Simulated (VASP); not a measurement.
# Na4TeC (P4/mmm) in VASP: notebook, part 2 of 2

VASP 6.6.1.

**3. Relaxation of cell and atoms, PBE**

This run uses another cell than the first one, of 26.49 Å³/atom, 0.997 times its volume.

The input, INCAR:

```
PREC = Accurate ; ENCUT = 600
EDIFF = 1E-6 ; ISMEAR = 0
SIGMA = 0.1 ; LREAL = False
LASPH = True ; NELM = 60
ALGO = Normal ; ISIF = 3
LWAVE = False ; LCHARG = False
GGA = PE ; IBRION = 2
NSW = 100 ; EDIFFG = -0.01
```

The input, KPOINTS:

```
Automatic mesh
0
Gamma
  8 8 6
```

The input, POSCAR:

```
Na4TeC
1.0
    4.7733555935      0.0000000000      0.0000000000
    0.0000000000      4.7733555935      0.0000000000
    0.0000000000      0.0000000000      6.9757441490
Na Te C
4 1 1
Direct
    0.5000000000      0.0000000000      0.2195441968
    0.0000000000      0.5000000000      0.7804558032
    0.5000000000      0.0000000000      0.7804558032
    0.0000000000      0.5000000000      0.2195441968
    0.5000000000      0.5000000000      0.5000000000
    0.0000000000      0.0000000000      0.0000000000
```

Potentials or basis: VASP PAW PBE potentials, release 64 (Na_pv, Te, C).

Launch:

```
> cat potpaw_PBE.64/Na_pv/POTCAR potpaw_PBE.64/Te/POTCAR potpaw_PBE.64/C/POTCAR > POTCAR
> mpirun -np 1 vasp_std > vasp.out
```

OUTCAR:

```text
PREC = Accurate
   ENCUT = 600
   EDIFF = 1E-6
   ISMEAR = 0
   LREAL = False
   LASPH = True
   NELM = 60
   ISIF = 3
   GGA = PE
   IBRION = 2
   NSW = 100
   EDIFFG = -0.01

 ion  position               nearest neighbor table
   1  0.500  0.000  0.220-   5 3.09   5 3.09
   2  0.000  0.500  0.780-   5 3.09   5 3.09
   3  0.500  0.000  0.780-   5 3.09   5 3.09
   4  0.000  0.500  0.220-   5 3.09   5 3.09
   5  0.500  0.500  0.500-   1 3.09   2 3.09   3 3.09   4 3.09   1 3.09   3 3.09   2 3.09   4 3.09

   6  0.000  0.000  0.000-

  LATTYP: Found a simple tetragonal cell.
 ALAT       =     4.7733555935
 C/A-ratio  =     1.4613920988

  Lattice vectors:

 A1 = (   4.7733555935,   0.0000000000,   0.0000000000)
 A2 = (   0.0000000000,   4.7733555935,   0.0000000000)
 A3 = (   0.0000000000,   0.0000000000,   6.9757441490)

Analysis of symmetry for initial positions (statically):
=====================================================================
 Subroutine PRICEL returns:
[... 179 lines left out ...]
  free energy    TOTEN  =       -15.52929687 eV

  energy without entropy =      -15.47611541  energy(sigma->0) =      -15.50270614

------------------------ aborting loop because EDIFF is reached ----------------------------------------

  FORCE on cell =-STRESS in cart. coord.  units (eV):
  Direction    XX          YY          ZZ          XY          YZ          ZX
  --------------------------------------------------------------------------------------
  -------------------------------------------------------------------------------------
  Total       -0.2510976     -0.2510976      0.3210196      0.0000000      0.0000000      0.0000000
  in kB       -2.5311338     -2.5311338      3.2359666      0.0000000      0.0000000      0.0000000
  external PRESSURE =      -0.6087670 kB  Pullay stress =       0.0000000 kB
[... 187 lines left out ...]
--------------------------------------- Ionic step        6  -------------------------------------------

 number of electron      37.9999990 magnetization

 Free energy of the ion-electron system (eV)
  ---------------------------------------------------
  ext. energy  EPLUGINS =         0.00000000
  ---------------------------------------------------
  free energy    TOTEN  =       -15.53379268 eV

  energy without entropy =      -15.48270034  energy(sigma->0) =      -15.50824651

 E-fermi :   1.0756     XC(G=0):  -7.6129

 val. band max:        1.0694974784   @ k =   0.2500   0.1250   0.3333
 cond. band min:       1.0762108012   @ k =   0.5000   0.5000   0.0000
 fundamental gap:      0.0067133229
 Fermi energy:         1.0755593166

 k-point     1 :       0.0000    0.0000    0.0000
  band No.  band energies     occupation
      1     -22.4963      2.00000
      2     -22.4963      2.00000
      3     -22.4915      2.00000
      4     -22.4879      2.00000
      5     -22.4879      2.00000
      6     -22.4734      2.00000
[... 613 lines left out ...]
     22       4.8491      0.00000
     23       5.8559      0.00000

 [... further k-points ...]
[... 5 lines left out ...]
  --------------------------------------------------------------------------------------
  -------------------------------------------------------------------------------------
  Total       -0.0042831     -0.0042831     -0.0120206      0.0000000     -0.0000000      0.0000000
  in kB       -0.0433734     -0.0433734     -0.1217269      0.0000000     -0.0000000      0.0000000
  external PRESSURE =      -0.0694912 kB  Pullay stress =       0.0000000 kB
[... 21 lines left out ...]
  FREE ENERGIE OF THE ION-ELECTRON SYSTEM (eV)
  ---------------------------------------------------
  free  energy   TOTEN  =       -15.5337926826 eV

  energy  without entropy=      -15.4827003381  energy(sigma->0) =      -15.50824651

 reached required accuracy - stopping structural energy minimisation
```

Wall time 21 min (1 thread of Oxide Virtual Turin-like, shared host); peak memory 0.44 GiB.

What came out:

```
Free energy                            : -15.5338 eV
Relaxed volume                         : 26.37 Å³/atom
Relaxed cell                           : a = 4.731 Å, b = 4.731 Å, c = 7.069 Å, α = 90.00°, β = 90.00°, γ = 90.00°
Space group after relaxing (to 0.05 Å) : P4/mmm (No. 123)
Energy gained by relaxing              : 0.7 meV/atom
Ionic steps                            : 6
Pressure after relaxing                : 0.0 GPa
Band gap on the k mesh                 : zero (band 19 reaches 1.29 eV, above the bottom of band 20 at 0.93 eV)
```

Forces in eV/Å, atoms in the order of the input:
```
Na   0.000  0.000 -0.002
Na   0.000  0.000  0.002
Na   0.000  0.000  0.002
Na   0.000  0.000 -0.002
Te   0.000  0.000  0.000
C    0.000  0.000  0.000
```

Step by step:
| step | energy change (eV) | largest force (eV/Å) | pressure (GPa) | volume (Å³) |
| --- | --- | --- | --- | --- |
| 1 | 0.0000 | 0.0221 | -0.06 | 158.94 |
| 2 | -0.0017 | 0.0158 | -0.04 | 158.71 |
| 3 | -0.0044 | 0.0020 | 0.04 | 158.00 |
| 4 | -0.0044 | 0.0049 | 0.05 | 157.87 |
| 5 | -0.0044 | 0.0056 | 0.06 | 157.85 |
| 6 | -0.0045 | 0.0020 | -0.01 | 158.22 |

Final structure:
```
CELL_PARAMETERS angstrom
4.73100 0.00000 0.00000
0.00000 4.73100 0.00000
0.00000 0.00000 7.06879
ATOMIC_POSITIONS crystal
Na 0.50000 0.00000 0.22020
Na 0.00000 0.50000 0.77980
Na 0.50000 0.00000 0.77980
Na 0.00000 0.50000 0.22020
Te 0.50000 0.50000 0.50000
C 0.00000 0.00000 0.00000
```

Levels at points of the mesh, in eV from the Fermi level:
```csv
k point,band 16,band 17,band 18,band 19,band 20,band 21,band 22,band 23
"(0.00, 0.00, 0.00)",-0.80,-0.80,0.14,0.21,0.21,1.19,2.79,4.52
"(0.50, 0.00, 0.00)",-1.76,-1.10,-0.56,-0.27,0.25,3.49,4.22,4.58
"(0.50, 0.50, 0.00)",-2.08,-1.48,-0.44,-0.44,0.00,2.29,2.70,4.26
"(0.00, 0.00, 0.50)",-0.74,-0.74,-0.54,0.12,0.12,2.66,3.26,4.78
"(0.50, 0.00, 0.50)",-2.26,-0.56,-0.34,0.12,0.25,2.92,3.79,4.57
"(0.50, 0.50, 0.50)",-1.93,-1.63,-0.74,-0.74,-0.14,3.46,3.48,4.82
```

Caveat: spin-orbit coupling is left out, which moves the levels of the heavy elements.
